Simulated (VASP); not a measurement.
# Mg (P6_3/mmc) in VASP: notebook

The runs below take Mg through single point, relaxation of cell and atoms, with LDA.

Program: VASP 6.6.1. These are calculated values, not measurements. Logs are shortened: lines on timing, memory, paths and dates and some standing lists are left out, and cuts for length are marked.

## (1) The cell of the first run

The structure is hexagonal, space group P6_3/mmc (No. 194). Conventional cell: a = 3.088 Å, b = 3.088 Å, c = 5.276 Å, α = 90.00°, β = 90.00°, γ = 120.00°. Mg (site symmetry -6m2) has 12 Mg at 3.09 to 3.18 Å within 4.1 Å.

## (2) Single point, LDA

The input, INCAR:

```
SYSTEM = Mg
PREC = Accurate
ENCUT = 600
EDIFF = 1E-6
ISMEAR = -1
SIGMA = 0.05
LREAL = .False.
LASPH = .True.
NELM = 120
ALGO = Normal
ISIF = 2
LWAVE = .False.
LCHARG = .False.
NBANDS = 9
GGA_COMPAT = .False.
```

The input, KPOINTS:

```
regular mesh
0
Gamma
  7 7 4
  0 0 0
```

The input, POSCAR:

```
Mg
1.0
    3.0878201011      0.0000000000      0.0000000000
   -1.5439100505      2.6741306499      0.0000000000
    0.0000000000      0.0000000000      5.2759947527
Mg
2
Direct
    0.3333333333      0.6666666667      0.2500000000
    0.6666666667      0.3333333333      0.7500000000
```

Potentials or basis: VASP PAW LDA potentials, release 64 (Mg).

On the command line:

```
$ cat potpaw_LDA.64/Mg/POTCAR > POTCAR
$ mpirun -np 1 vasp_std > vasp.out
```

OUTCAR:

```text
SYSTEM = Mg
   PREC = Accurate
   ENCUT = 600
   EDIFF = 1E-6
   ISMEAR = -1
   LREAL = .False.
   LASPH = .True.
   NELM = 120
   ISIF = 2

 ion  position               nearest neighbor table
   1  0.333  0.667  0.250-   2 3.18   2 3.18   2 3.18   2 3.18   2 3.18   2 3.18
   2  0.667  0.333  0.750-   1 3.18   1 3.18   1 3.18   1 3.18   1 3.18   1 3.18

  LATTYP: Found a hexagonal cell.
 ALAT       =     3.0878201011
 C/A-ratio  =     1.7086470649

  Lattice vectors:

 A1 = (   3.0878201011,   0.0000000000,   0.0000000000)
 A2 = (  -1.5439100505,   2.6741306499,   0.0000000000)
 A3 = (   0.0000000000,   0.0000000000,   5.2759947527)

Analysis of symmetry for initial positions (statically):
=====================================================================
 Subroutine PRICEL returns:
 Original cell was already a primitive cell.

 Routine SETGRP: Setting up the symmetry group for a
 hexagonal supercell.

 Subroutine GETGRP returns: Found 24 space group operations
 (whereof 12 operations were pure point group operations)
 out of a pool of 24 trial point group operations.

The static configuration has the point symmetry D_3d.
 The point group associated with its full space group is D_6h.

Analysis of symmetry for dynamics (positions and initial velocities):
=====================================================================
 Subroutine PRICEL returns:
 Original cell was already a primitive cell.

 Routine SETGRP: Setting up the symmetry group for a
 hexagonal supercell.

 Subroutine GETGRP returns: Found 24 space group operations
 (whereof 12 operations were pure point group operations)
 out of a pool of 24 trial point group operations.

The dynamic configuration has the point symmetry D_3d.
 The point group associated with its full space group is D_6h.

 Subroutine INISYM returns: Found 24 space group operations
 (whereof 12 operations are pure point group operations),
 and found     1 'primitive' translations

----------------------------------------------------------------------------------------

                                     Primitive cell

  volume of cell :      43.5651

  direct lattice vectors                    reciprocal lattice vectors
     3.087820101  0.000000000  0.000000000     0.323853064  0.186976654  0.000000000
    -1.543910051  2.674130650  0.000000000     0.000000000  0.373953307  0.000000000
     0.000000000  0.000000000  5.275994753     0.000000000  0.000000000  0.189537717

  length of vectors
     3.087820101  3.087820101  5.275994753     0.373953307  0.373953307  0.189537717

  position of ions in fractional coordinates (direct lattice)
     0.333333333  0.666666667  0.250000000
     0.666666667  0.333333333  0.750000000

  ion indices of the primitive-cell ions
   primitive index   ion index
                 1           1
                 2           2

----------------------------------------------------------------------------------------

 KPOINTS: regular mesh

Automatic generation of k-mesh.
 Grid dimensions read from file:
 generate k-points for:    7    7    4

 Generating k-lattice:

  Cartesian coordinates                     Fractional coordinates (reciprocal lattice)
     0.046264723  0.026710951  0.000000000     0.142857143  0.000000000  0.000000000
     0.000000000  0.053421901  0.000000000     0.000000000  0.142857143  0.000000000
     0.000000000  0.000000000  0.047384429     0.000000000  0.000000000  0.250000000

  Length of vectors
     0.053421901  0.053421901  0.047384429

  Shift w.r.t. Gamma in fractional coordinates (k-lattice)
     0.000000000  0.000000000  0.000000000

 Subroutine IBZKPT returns following result:
 ===========================================

 Found     24 irreducible k-points:

 Following reciprocal coordinates:
            Coordinates               Weight
  0.000000  0.000000  0.000000      1.000000
  0.142857  0.000000  0.000000      6.000000
  0.285714  0.000000  0.000000      6.000000
  0.428571  0.000000  0.000000      6.000000
  0.142857  0.142857  0.000000      6.000000
  0.285714  0.142857  0.000000     12.000000
[... 16 lines left out ...]
  0.428571  0.142857  0.500000      6.000000
  0.285714  0.285714  0.500000      6.000000
   k-points           NKPTS =     24   k-points in BZ     NKDIM =     24   number of bands    NBANDS=      9
   number of dos      NEDOS =    301   number of ions     NIONS =      2
   total plane-waves  NPLWV =  32928
   dimension x,y,z NGX =    28 NGY =   28 NGZ =   42
   dimension x,y,z NGXF=    56 NGYF=   56 NGZF=   84
   ions per type =               2
   NGX,Y,Z   is equivalent  to a cutoff of  15.07, 15.07, 13.23 a.u.
   NGXF,Y,Z  is equivalent  to a cutoff of  30.15, 30.15, 26.47 a.u.
 SYSTEM =  Mg
   PREC   = accura    normal or accurate (medium, high low for compatibility)
   ISTART =      0    job   : 0-new  1-cont  2-samecut
   ICHARG =      2    charge: 1-file 2-atom 10-const
   ISPIN  =      1    spin polarized calculation?
   LNONCOLLINEAR =      F non collinear calculations
   LSORBIT =      F    spin-orbit coupling
   LASPH  =      T    aspherical Exc in radial PAW
   ENCUT  =  600.0 eV  44.10 Ry    6.64 a.u.   6.17  6.17 10.54*2*pi/ulx,y,z
   NELM   =    120;   NELMIN=  2; NELMDL= -5     # of ELM steps
   EDIFF  = 0.1E-05   stopping-criterion for ELM
   LREAL  =      F    real-space projection
   EDIFFG = 0.1E-04   stopping-criterion for IOM
   NSW    =      0    number of steps for IOM
   IBRION =     -1    ionic relax: 0-MD 1-quasi-New 2-CG
   NFREE  =      0    steps in history (QN), initial steepest desc. (CG)
   ISIF   =      2    stress and relaxation
   ISYM   =      2    0-nonsym 1-usesym 2-fastsym
   POTIM  = 0.5000    time-step for ionic-motion
   TEBEG  =    0.0;   TEEND  =   0.0 temperature during run
   PSTRESS=    0.0 pullay stress
   NELECT =       4.0000    total number of electrons
   NUPDOWN=      -1.0000    fix difference up-down
   EMIN   =  10.00;   EMAX   =-10.00  energy-range for DOS
   EFERMI =   0.00;   METHOD = LEGACY
   ISMEAR =    -1;   SIGMA  =   0.05  broadening in eV -4-tet -1-fermi 0-gaus
   EFERMI_NEDOS =   21; number of points for ismear=-14 and -15
   IALGO  =     38    algorithm
   IMIX   =      4    mixing-type and parameters
     AMIX     =   0.40;   BMIX     =  1.00
     AMIX_MAG =   1.60;   BMIX_MAG =  1.00
  volume/ion in A,a.u.               =      21.78       147.00
  Fermi-wavevector in a.u.,A,eV,Ry     =   0.738553  1.395663  7.421447  0.545461
  Thomas-Fermi vector in A             =   1.832504
   LORBIT       =      0    0 simple, 1 ext, 2 COOP (PROOUT), +10 PAW based schemes
   GGA     = CA    functional components
   LHFCALC =     F    Hartree Fock is set to
   AEXX    =    0.0000 exact exchange contribution
   IVDW    =     0    specifies the selected vdW correction
   LEPSILON=     F    determine dielectric tensor
   LRPA    =     F    only Hartree local field effects (RPA)
 non-spin polarized calculation
  energy-cutoff  :      600.00
  volume of cell :       43.57
 maximum number of plane-waves:      1465
 NGX is ok and might be reduce to    28
   NGX = 13   NGY = 13   NGZ = 21

 number of electron       4.0000000 magnetization

 Free energy of the ion-electron system (eV)
  ---------------------------------------------------
  ext. energy  EPLUGINS =         0.00000000
  ---------------------------------------------------
  free energy    TOTEN  =        -3.65622971 eV

  energy without entropy =       -3.64945090  energy(sigma->0) =       -3.65284030

 E-fermi :   2.7493     XC(G=0):  -8.8489

 val. band max:        2.6892549558   @ k =   0.4286   0.1429   0.5000
 cond. band min:       2.8278607883   @ k =   0.4286   0.0000   0.2500
 fundamental gap:      0.1386058325
 Fermi energy:         2.7493286408

 k-point     1 :       0.0000    0.0000    0.0000
  band No.  band energies     occupation
      1      -4.4006      2.00000
      2       0.7536      2.00000
      3       0.9960      2.00000
      4      14.3220      0.00000
      5      14.5036      0.00000
      6      14.5036      0.00000
      7      14.7794      0.00000
      8      14.7794      0.00000
      9      16.2090      0.00000

 k-point     2 :       0.1429    0.0000    0.0000
  band No.  band energies     occupation
      1      -3.9714      2.00000
      2       1.1454      2.00000
      3       1.4135      2.00000
      4      10.2292      0.00000
      5      12.5467      0.00000
      6      13.0770      0.00000
      7      14.7954      0.00000
      8      14.9201      0.00000
      9      16.4445      0.00000

 k-point     3 :       0.2857    0.0000    0.0000
  band No.  band energies     occupation
      1      -2.6962      2.00000
      2       2.3230      1.99960
      3       2.6020      1.90011
      4       6.0302      0.00000
      5      10.3920      0.00000
      6      10.6356      0.00000
      7      11.1465      0.00000
      8      12.8781      0.00000
      9      15.4686      0.00000

 k-point     4 :       0.4286    0.0000    0.0000
  band No.  band energies     occupation
      1      -0.6129      2.00000
      2       2.1690      1.99998
      3       4.2890      0.00000
      4       4.8514      0.00000
      5       7.0776      0.00000
      6       7.4471      0.00000
      7      10.4481      0.00000
      8      11.7844      0.00000
      9      14.6490      0.00000
[... 205 lines left out ...]
 k-point    22 :       0.2857    0.1429    0.5000
  band No.  band energies     occupation
      1      -0.1414      2.00000
      2      -0.1414      2.00000
      3       5.4887      0.00000
      4       5.4887      0.00000
      5       8.2123      0.00000
      6       8.2123      0.00000
      7      10.4303      0.00000
      8      10.4303      0.00000
      9      15.2030      0.00000

 k-point    23 :       0.4286    0.1429    0.5000
  band No.  band energies     occupation
      1       1.9593      2.00000
      2       1.9593      2.00000
      3       2.6893      1.53757
      4       2.6893      1.53757
      5       7.9401      0.00000
      6       7.9401      0.00000
      7      12.2476      0.00000
      8      12.2476      0.00000
      9      12.7039      0.00000

 k-point    24 :       0.2857    0.2857    0.5000
  band No.  band energies     occupation
      1       1.8462      2.00000
      2       1.8462      2.00000
      3       4.3306      0.00000
      4       4.3306      0.00000
      5       5.3277      0.00000
      6       5.3277      0.00000
      7      12.1146      0.00000
      8      12.1146      0.00000
      9      14.4041      0.00000

------------------------ aborting loop because EDIFF is reached ----------------------------------------

  FORCE on cell =-STRESS in cart. coord.  units (eV):
  Direction    XX          YY          ZZ          XY          YZ          ZX
  --------------------------------------------------------------------------------------
  -------------------------------------------------------------------------------------
  Total       -0.0907912     -0.0907912     -0.0759391     -0.0000000      0.0000000      0.0000000
  in kB       -3.3389920     -3.3389920     -2.7927814     -0.0000000      0.0000000      0.0000000
  external PRESSURE =      -3.1569218 kB  Pullay stress =       0.0000000 kB

 VOLUME and BASIS-vectors are now :
 -----------------------------------------------------------------------------
  energy-cutoff  :      600.00
  volume of cell :       43.57
      direct lattice vectors                 reciprocal lattice vectors
     3.087820101  0.000000000  0.000000000     0.323853064  0.186976654  0.000000000
    -1.543910051  2.674130650  0.000000000     0.000000000  0.373953307  0.000000000
     0.000000000  0.000000000  5.275994753     0.000000000  0.000000000  0.189537717

 POSITION                                       TOTAL-FORCE (eV/Angst)
 -----------------------------------------------------------------------------------
     -0.00000      1.78275      1.31900         0.000000      0.000000      0.000000
      1.54391      0.89138      3.95700        -0.000000     -0.000000      0.000000
 -----------------------------------------------------------------------------------
    total drift:                                0.000000     -0.000000      0.000000

  FREE ENERGIE OF THE ION-ELECTRON SYSTEM (eV)
  ---------------------------------------------------
  free  energy   TOTEN  =        -3.6562297093 eV

  energy  without entropy=       -3.6494509004  energy(sigma->0) =       -3.65284030
```

Wall time 6.1 s (1 thread of AMD EPYC 7R43 (Zen 3), shared host); peak memory 0.12 GiB.

Results:

```
Free energy            : -3.6562 eV
Pressure               : -0.3 GPa
Band gap on the k mesh : zero (band 2 reaches 3.47 eV, above the bottom of band 3 at 1.00 eV)
```

Levels at points of the mesh, in eV from the Fermi level:
```tsv
k point	band 1	band 2	band 3	band 4	band 5	band 6	band 7
(0.00, 0.00, 0.00)	-7.15	-2.00	-1.75	11.57	11.75	11.75	12.03
(0.00, 0.00, 0.50)	-5.81	-5.81	4.39	4.39	12.45	12.45	12.45
```

[end of part 1 of 2]
